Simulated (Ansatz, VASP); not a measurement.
# Sb: VASP beside Ansatz

```
Sb
1.0
     3.12240    0.00000    0.00000
     0.00000    4.34752    0.00000
    -0.03891    0.00000    4.40585
Sb
2
Cartesian
  0.0262 1.0869 1.0625
  3.0573 3.2606 3.3433
```

Alike in both runs: task single point; functional HSE06; k mesh 6 × 4 × 4; occupations fermi-dirac, width 0.05 eV; no spin polarisation.

|  | VASP | Ansatz |
| --- | --- | --- |
| version | VASP 6.6.1 | Ansatz 0.2.0 |
| potentials or method | VASP PAW PBE potentials, release 64 (Sb), cutoff 520 eV | all-electron PAW datasets made for the crystal |

Ansatz gave:

* gap on the k mesh at the Fermi level (eV): none
* pressure (GPa): -1.3
* traceless stress, the component that is largest in VASP (GPa): -4.69
* rms of the force components (eV/Å): 0.029

Task: Which values does VASP return?

Result: gap on the k mesh at the Fermi level (eV): none; pressure (GPa): -2.3; traceless stress, the component that is largest in VASP (GPa): -4.74; rms of the force components (eV/Å): 0.039.

Atom by atom the forces differ by 0.013 eV/Å (rms over components). A gap of «none» marks a metal or a gap that the smearing closes. Ansatz ran all-electron here, and VASP with PAW potentials.

The k mesh is coarse, so the values compare programs but aren't converged. Spin-orbit coupling is off throughout. Noted on Ansatz's run: the k mesh is thin for a metal, which can move the energy by tens of meV per atom; the program warned that the printed levels may be off, so bands, gaps and densities of states are rough.
